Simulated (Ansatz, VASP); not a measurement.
AlH4 in VASP and in Ansatz

```xyz
5
Lattice="3.0408 0.0000 0.0000 -1.5204 2.6334 0.0000 0.0000 0.0000 5.6800" Properties=species:S:1:pos:R:3 pbc="T T T"
Al    0.0000    1.7556    0.0000
H     1.5204    0.8778    2.8400
H     1.5204    0.8778    1.8599
H     1.5204    0.8778    3.8201
H     1.5204    0.8778    0.0000
```

Alike in both runs: functional PBE; k mesh 12 × 12 × 8; occupations gaussian, width 0.1 eV; no spin polarisation.

Ansatz relaxed the structure, and its values are those at the end. VASP's run is a single point on that final structure, the one shown.

|  | VASP | Ansatz |
| --- | --- | --- |
| version | VASP 6.6.1 | Ansatz 0.2.0 |
| potentials or method | VASP PAW PBE potentials, release 64 (Al, H), cutoff 520 eV | scalar-relativistic, plane waves, PAW |
| valence electrons in the cell | 7 | 7 |

Ansatz gave:

| Property | Result |
| --- | --- |
| gap on the k mesh at the Fermi level (eV) | none |
| pressure (GPa) | 0.0 |

**Question.** What did VASP give for the same quantities?

**Answer.** gap on the k mesh at the Fermi level (eV): none; pressure (GPa): -0.2.

A gap of «none» marks a metal or a gap that the smearing closes. The functional is the same, so the differences come from potentials, cutoffs and numerics.
